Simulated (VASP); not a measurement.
# Si16Ge (a cell with a defect) in VASP: single point with PBE

Aim: the single point of Si16Ge (a cell with a defect) with PBE.

Everything below comes from runs of VASP 6.6.1. Logs are shortened: lines on timing, memory, paths and dates and some standing lists are left out, and cuts for length are marked.

### Step 1. The cell of the first run

The cell holds a defect, 17 atoms: a = 7.679 Å, b = 7.679 Å, c = 7.679 Å, α = 60.00°, β = 60.00°, γ = 60.00°.

### Step 2. Single point, PBE

INCAR

```
PREC     = Accurate       # precision mode
ENCUT    = 520            # plane-wave cutoff, eV
EDIFF    = 1E-6           # SCF threshold, eV
ISMEAR   = -1             # smearing method
SIGMA    = 0.02           # smearing width, eV
LREAL    = Auto         
LASPH    = T              # aspherical terms in the spheres
NELM     = 80             # most SCF steps
ALGO     = Normal         # electronic algorithm
ISIF     = 2              # what is computed and relaxed
LWAVE    = F              # write WAVECAR
LCHARG   = T              # write CHGCAR
GGA      = PE             # functional
LELF     = T              # ELF
LVHAR    = T            
NBANDS   = 53             # bands
```

KPOINTS

```
regular mesh
0
Gamma
  2 2 2
```

POSCAR

```
Si16Ge
1.0
    0.0000000000      5.4300000000      5.4300000000
    5.4300000000      0.0000000000      5.4300000000
    5.4300000000      5.4300000000      0.0000000000
Si Ge
16 1
Direct
   -0.0039960876     -0.0040276340      0.0041914624
    0.1212219668      0.1211542610      0.1362322602
    0.0013794764      0.0017375109      0.4997587552
    0.1221390934      0.1221252622      0.6221063204
   -0.0048464192      0.5046857096      0.0045404128
    0.1262097250      0.6247814926      0.1245561420
   -0.0044405980      0.5046155850      0.4957195608
    0.1202639682      0.6381671251      0.6206549294
    0.5046437702     -0.0048286527      0.0045161966
    0.6247972022      0.1261020938      0.1246113048
    0.5045476650     -0.0043982335      0.4957935096
    0.6378182380      0.1203531415      0.6208120033
    0.4996230489      0.4995327132      0.0000523469
    0.6241530255      0.6241755597      0.1241021456
    0.5046996614      0.5047165312      0.4951370627
    0.6244650502      0.6245045568      0.6267152014
    0.2521655137      0.2527871777      0.7494912858
```

Potentials or basis: VASP PAW PBE potentials, release 64 (Si, Ge_d).

Command:

```console
> cat potpaw_PBE.64/Si/POTCAR potpaw_PBE.64/Ge_d/POTCAR > POTCAR
> mpirun -np 1 vasp_std > vasp.out
```

OUTCAR:

```text
PREC = Accurate
   ENCUT = 520
   EDIFF = 1E-6
   ISMEAR = -1
   LREAL = Auto
   LASPH = T
   NELM = 80
   ISIF = 2
   GGA = PE

 ion  position               nearest neighbor table
   1  0.996  0.996  0.004-   6 2.33  10 2.33   4 2.40   2 2.40  17 2.79
   2  0.121  0.121  0.136-   3 2.28   1 2.40   9 2.40   5 2.40  17 2.43
   3  0.001  0.002  0.500-   4 2.28   2 2.28  12 2.28   8 2.28
   4  0.122  0.122  0.622-   3 2.28   1 2.40  11 2.40   7 2.40  17 2.43
   5  0.995  0.505  0.005-  14 2.33   6 2.33   2 2.40   8 2.41  17 2.75
   6  0.126  0.625  0.125-   7 2.33   5 2.33   1 2.33  13 2.34
   7  0.996  0.505  0.496-  16 2.33   6 2.33   4 2.40   8 2.40  17 2.77
   8  0.120  0.638  0.621-   3 2.28   7 2.40   5 2.41  15 2.41  17 2.42
   9  0.505  0.995  0.005-  14 2.33  10 2.33   2 2.40  12 2.41  17 2.76
  10  0.625  0.126  0.125-  11 2.33   9 2.33   1 2.33  13 2.34
  11  0.505  0.996  0.496-  16 2.33  10 2.33   4 2.40  12 2.40  17 2.77
  12  0.638  0.120  0.621-   3 2.28  11 2.40   9 2.41  15 2.41  17 2.42
  13  0.500  0.500  0.000-  14 2.34  16 2.34   6 2.34  10 2.34
  14  0.624  0.624  0.124-   9 2.33   5 2.33  15 2.33  13 2.34
  15  0.505  0.505  0.495-  14 2.33  16 2.33  12 2.41   8 2.41  17 2.74
  16  0.624  0.625  0.627-   7 2.33  11 2.33  15 2.33  13 2.34
  17  0.252  0.253  0.749-   8 2.42  12 2.42   2 2.43   4 2.43  15 2.74   5 2.75   9 2.76   7 2.77
                            11 2.77   1 2.79

  LATTYP: Found a face centered cubic cell.
 ALAT       =    10.8600000000

  Lattice vectors:

 A1 = (   0.0000000000,   5.4300000000,   5.4300000000)
 A2 = (   5.4300000000,   0.0000000000,   5.4300000000)
 A3 = (   5.4300000000,   5.4300000000,   0.0000000000)

Analysis of symmetry for initial positions (statically):
=====================================================================
 Subroutine PRICEL returns:
 Original cell was already a primitive cell.

 Routine SETGRP: Setting up the symmetry group for a
 face centered cubic supercell.

 Subroutine GETGRP returns: Found  1 space group operations
 (whereof  1 operations were pure point group operations)
 out of a pool of 48 trial point group operations.

The static configuration has the point symmetry C_1 .

Analysis of symmetry for dynamics (positions and initial velocities):
=====================================================================
 Subroutine PRICEL returns:
 Original cell was already a primitive cell.

 Routine SETGRP: Setting up the symmetry group for a
 face centered cubic supercell.

 Subroutine GETGRP returns: Found  1 space group operations
 (whereof  1 operations were pure point group operations)
 out of a pool of 48 trial point group operations.

The dynamic configuration has the point symmetry C_1 .

 Subroutine INISYM returns: Found  1 space group operations
 (whereof  1 operations are pure point group operations),
 and found     1 'primitive' translations

----------------------------------------------------------------------------------------

                                     Primitive cell

  volume of cell :     320.2060

  direct lattice vectors                    reciprocal lattice vectors
     0.000000000  5.430000000  5.430000000    -0.092081031  0.092081031  0.092081031
     5.430000000  0.000000000  5.430000000     0.092081031 -0.092081031  0.092081031
     5.430000000  5.430000000  0.000000000     0.092081031  0.092081031 -0.092081031

  length of vectors
     7.679179644  7.679179644  7.679179644     0.159489025  0.159489025  0.159489025

  position of ions in fractional coordinates (direct lattice)
     0.996003912  0.995972366  0.004191462
     0.121221967  0.121154261  0.136232260
     0.001379476  0.001737511  0.499758755
     0.122139093  0.122125262  0.622106320
     0.995153581  0.504685710  0.004540413
     0.126209725  0.624781493  0.124556142
[... 9 lines left out ...]
     0.624465050  0.624504557  0.626715201
     0.252165514  0.252787178  0.749491286

  ion indices of the primitive-cell ions
   primitive index   ion index
                 1           1
                 2           2
                 3           3
                 4           4
                 5           5
                 6           6
[... 9 lines left out ...]
                16          16
                17          17

----------------------------------------------------------------------------------------

 KPOINTS: regular mesh

Automatic generation of k-mesh.
 Grid dimensions read from file:
 generate k-points for:    2    2    2

 Generating k-lattice:

  Cartesian coordinates                     Fractional coordinates (reciprocal lattice)
    -0.046040516  0.046040516  0.046040516     0.500000000  0.000000000  0.000000000
     0.046040516 -0.046040516  0.046040516     0.000000000  0.500000000  0.000000000
     0.046040516  0.046040516 -0.046040516     0.000000000  0.000000000  0.500000000

  Length of vectors
     0.079744512  0.079744512  0.079744512

  Shift w.r.t. Gamma in fractional coordinates (k-lattice)
     0.000000000  0.000000000  0.000000000

 Subroutine IBZKPT returns following result:
 ===========================================

 Found      8 irreducible k-points:

 Following reciprocal coordinates:
            Coordinates               Weight
  0.000000  0.000000  0.000000      1.000000
  0.500000  0.000000  0.000000      1.000000
  0.000000  0.500000  0.000000      1.000000
  0.000000  0.000000  0.500000      1.000000
  0.500000  0.500000  0.500000      1.000000
  0.500000  0.500000  0.000000      1.000000
  0.000000  0.500000  0.500000      1.000000
  0.500000  0.000000  0.500000      1.000000
   k-points           NKPTS =      8   k-points in BZ     NKDIM =      8   number of bands    NBANDS=     53
   number of dos      NEDOS =    301   number of ions     NIONS =     17
   total plane-waves  NPLWV = 216000
   dimension x,y,z NGX =    60 NGY =   60 NGZ =   60
   dimension x,y,z NGXF=   120 NGYF=  120 NGZF=  120
   ions per type =              16   1
   NGX,Y,Z   is equivalent  to a cutoff of  12.99, 12.99, 12.99 a.u.
   NGXF,Y,Z  is equivalent  to a cutoff of  25.98, 25.98, 25.98 a.u.
 SYSTEM =  unknown system
   PREC   = accura    normal or accurate (medium, high low for compatibility)
   ISTART =      0    job   : 0-new  1-cont  2-samecut
   ICHARG =      2    charge: 1-file 2-atom 10-const
   ISPIN  =      1    spin polarized calculation?
   LNONCOLLINEAR =      F non collinear calculations
   LSORBIT =      F    spin-orbit coupling
   LASPH  =      T    aspherical Exc in radial PAW
   ENCUT  =  520.0 eV  38.22 Ry    6.18 a.u.  14.28 14.28 14.28*2*pi/ulx,y,z
   NELM   =     80;   NELMIN=  2; NELMDL= -5     # of ELM steps
   EDIFF  = 0.1E-05   stopping-criterion for ELM
   LREAL  =      T    real-space projection
   EDIFFG = 0.1E-04   stopping-criterion for IOM
   NSW    =      0    number of steps for IOM
   IBRION =     -1    ionic relax: 0-MD 1-quasi-New 2-CG
   NFREE  =      0    steps in history (QN), initial steepest desc. (CG)
   ISIF   =      2    stress and relaxation
   ISYM   =      2    0-nonsym 1-usesym 2-fastsym
   POTIM  = 0.5000    time-step for ionic-motion
   TEBEG  =    0.0;   TEEND  =   0.0 temperature during run
   PSTRESS=    0.0 pullay stress
   NELECT =      78.0000    total number of electrons
   NUPDOWN=      -1.0000    fix difference up-down
   EMIN   =  10.00;   EMAX   =-10.00  energy-range for DOS
   EFERMI =   0.00;   METHOD = LEGACY
   ISMEAR =    -1;   SIGMA  =   0.02  broadening in eV -4-tet -1-fermi 0-gaus
   EFERMI_NEDOS =   21; number of points for ismear=-14 and -15
   IALGO  =     38    algorithm
   IMIX   =      4    mixing-type and parameters
     AMIX     =   0.40;   BMIX     =  1.00
     AMIX_MAG =   1.60;   BMIX_MAG =  1.00
  volume/ion in A,a.u.               =      18.84       127.11
  Fermi-wavevector in a.u.,A,eV,Ry     =   1.022421  1.932096 14.222785  1.045345
  Thomas-Fermi vector in A             =   2.156100
   LORBIT       =      0    0 simple, 1 ext, 2 COOP (PROOUT), +10 PAW based schemes
   GGA     = PE    functional components
   LHFCALC =     F    Hartree Fock is set to
   AEXX    =    0.0000 exact exchange contribution
   IVDW    =     0    specifies the selected vdW correction
   LEPSILON=     F    determine dielectric tensor
   LRPA    =     F    only Hartree local field effects (RPA)
 non-spin polarized calculation
  energy-cutoff  :      520.00
  volume of cell :      320.21
 maximum number of plane-waves:      8646
 NGX is ok and might be reduce to    60
   NGX = 29   NGY = 29   NGZ = 29

 number of electron      78.0000002 magnetization

 Free energy of the ion-electron system (eV)
  ---------------------------------------------------
  ext. energy  EPLUGINS =         0.00000000
  ---------------------------------------------------
  free energy    TOTEN  =       -86.69580269 eV

  energy without entropy =      -86.68472311  energy(sigma->0) =      -86.69026290

 E-fermi :   6.9431     XC(G=0):  -9.7492

 val. band max:        6.6901843435   @ k =   0.0000   0.0000   0.0000
 cond. band min:       6.9526550756   @ k =   0.0000   0.0000   0.0000
 fundamental gap:      0.2624707321
 Fermi energy:         6.9430760875

 k-point     1 :       0.0000    0.0000    0.0000
  band No.  band energies     occupation
      1     -18.2531      2.00000
      2     -18.2531      2.00000
      3     -18.2530      2.00000
      4     -18.2394      2.00000
      5     -18.2392      2.00000
      6      -6.5267      2.00000
[... 43 lines left out ...]
     50       8.1237      0.00000
     51       9.0700      0.00000

 k-point     2 :       0.5000    0.0000    0.0000
  band No.  band energies     occupation
      1     -18.2531      2.00000
      2     -18.2531      2.00000
      3     -18.2530      2.00000
      4     -18.2394      2.00000
      5     -18.2392      2.00000
      6      -6.1948      2.00000
[... 316 lines left out ...]
 k-point     8 :       0.5000    0.0000    0.5000
  band No.  band energies     occupation
      1     -18.2531      2.00000
      2     -18.2531      2.00000
      3     -18.2530      2.00000
      4     -18.2394      2.00000
      5     -18.2392      2.00000
      6      -6.0899      2.00000
[... 43 lines left out ...]
     50      10.3276      0.00000
     51      10.3321      0.00000
 [bands above 51 left out]

------------------------ aborting loop because EDIFF is reached ----------------------------------------

  FORCE on cell =-STRESS in cart. coord.  units (eV):
  Direction    XX          YY          ZZ          XY          YZ          ZX
  --------------------------------------------------------------------------------------
  -------------------------------------------------------------------------------------
  Total       13.4122250     13.4133717     13.3918837     -0.0972602     -0.0391285     -0.0223814
  in kB       67.1091795     67.1149169     67.0073999     -0.4866497     -0.1957826     -0.1119873
  external PRESSURE =      67.0771654 kB  Pullay stress =       0.0000000 kB

 VOLUME and BASIS-vectors are now :
 -----------------------------------------------------------------------------
  energy-cutoff  :      520.00
  volume of cell :      320.21
      direct lattice vectors                 reciprocal lattice vectors
     0.000000000  5.430000000  5.430000000    -0.092081031  0.092081031  0.092081031
     5.430000000  0.000000000  5.430000000     0.092081031 -0.092081031  0.092081031
     5.430000000  5.430000000  0.000000000     0.092081031  0.092081031 -0.092081031

 POSITION                                       TOTAL-FORCE (eV/Angst)
 -----------------------------------------------------------------------------------
      5.43089      5.43106     10.81643         0.005901      0.006001     -0.010863
      1.39761      1.39798      1.31610         0.013715      0.011848      0.011572
      2.72312      2.72118      0.01693        -0.002921     -0.002688     -0.007009
      4.04118      4.04125      1.32636        -0.007551     -0.009436      0.001653
      2.76510      5.42834      8.14413         0.001824     -0.005370      0.005939
      4.06890      1.36166      4.07788        -0.026070      0.023984      0.018872
[... 9 lines left out ...]
      6.79412      6.79391      6.78190         0.020416      0.021385     -0.024684
      5.44237      5.43900      2.74189        -0.028276     -0.017532     -0.068519
 -----------------------------------------------------------------------------------
    total drift:                               -0.001950     -0.004007     -0.002226

  FREE ENERGIE OF THE ION-ELECTRON SYSTEM (eV)
  ---------------------------------------------------
  free  energy   TOTEN  =       -86.6958026908 eV

  energy  without entropy=      -86.6847231077  energy(sigma->0) =      -86.69026290
```

It took 3.9 min on 1 thread of Intel Xeon Platinum 8259CL at 2.50GHz (Skylake/Cascade Lake), shared host; peak memory 0.49 GiB.

Results:

| Item | Value |
| --- | --- |
| Free energy | -86.6958 eV |
| Pressure | 6.7 GPa |
| Largest force | 0.076 eV/Å |
| Band gap on the k mesh | zero (bands 39 and 40 overlap by 0.31 eV) |

Forces in eV/Å, atoms in the order of the input:
```
Si   0.006  0.006 -0.011
Si   0.014  0.012  0.012
Si  -0.003 -0.003 -0.007
Si  -0.008 -0.009  0.002
Si   0.002 -0.005  0.006
Si  -0.026  0.024  0.019
Si   0.012 -0.007  0.012
Si   0.017 -0.003  0.024
Si  -0.004  0.003  0.005
Si   0.024 -0.027  0.020
Si  -0.008  0.011  0.011
Si   0.001  0.013  0.022
Si   0.001  0.001  0.001
Si  -0.020 -0.020 -0.021
Si   0.002  0.000 -0.001
Si   0.020  0.021 -0.025
Ge  -0.028 -0.018 -0.069
```

Levels at points of the mesh, in eV from the Fermi level:
```
           k point  band 35  band 36  band 37  band 38  band 39  band 40  band 41  band 42  band 43  band 44
(0.00, 0.00, 0.00)    -1.77    -0.82    -0.81    -0.80    -0.28    -0.26    -0.25     0.01     0.01     0.39
(0.50, 0.00, 0.00)    -1.54    -1.54    -1.49    -1.48    -0.35     0.50     0.53     0.86     0.86     1.23
(0.00, 0.50, 0.00)    -1.55    -1.54    -1.49    -1.48    -0.35     0.50     0.53     0.86     0.86     1.23
(0.00, 0.00, 0.50)    -1.54    -1.54    -1.48    -1.48    -0.34     0.49     0.53     0.86     0.86     1.23
(0.50, 0.50, 0.50)    -1.54    -1.54    -1.48    -1.48    -0.34     0.50     0.51     0.87     0.87     1.23
(0.50, 0.50, 0.00)    -2.09    -2.09    -1.92    -1.32     0.05     0.78     1.02     1.03     1.04     1.90
(0.00, 0.50, 0.50)    -2.09    -2.09    -1.92    -1.32     0.05     0.78     1.02     1.03     1.04     1.90
(0.50, 0.00, 0.50)    -2.09    -2.09    -1.92    -1.32     0.05     0.78     1.02     1.03     1.04     1.90
```

Caveat: the k points lie up to 0.50 Å⁻¹ apart.

The gap in the log of VASP goes by the Fermi energy; the results here count the filled bands.